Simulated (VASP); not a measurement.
A run of VASP 6.6.1 is set up as follows.

Contents of INCAR:

```
SYSTEM = Sc
  ALGO = Normal
  EDIFF = 1E-6
  ENCUT = 520
  GGA = PS
  ISIF = 2
  ISMEAR = 0
  LASPH = .True.
  LCHARG = .False.
  LREAL = .False.
  LWAVE = .False.
  NBANDS = 18
  NELM = 100
  PREC = Accurate
  SIGMA = 0.1
```

File KPOINTS:

```
k-points
0
Gamma
  10 10 6
  0 0 0
```

File POSCAR:

```
Sc
1.0
    3.2182964260      0.0000000000      0.0000000000
   -1.6091482130      2.7871283475      0.0000000000
    0.0000000000      0.0000000000      5.1287526573
Sc
2
Direct
    0.3333333333      0.6666666667      0.2500000000
    0.6666666667      0.3333333333      0.7500000000
```

Potentials or basis: VASP PAW PBE potentials, release 64 (Sc_sv).

Launch:

```sh
$ cat potpaw_PBE.64/Sc_sv/POTCAR > POTCAR
$ mpirun -np 1 vasp_std > vasp.out
```

Predict the pressure.

1.7 GPa.

What does it give for the band gap on the k mesh?

Zero (band 11 reaches 4.92 eV, above the bottom of band 12 at 3.50 eV).

Stress tensor (GPa, compression positive):
```
2.52 0.00 0.00
0.00 2.52 0.00
0.00 0.00 0.02
```

Caveat: the PAW data sets were made with another functional, which shifts forces and pressure a little.
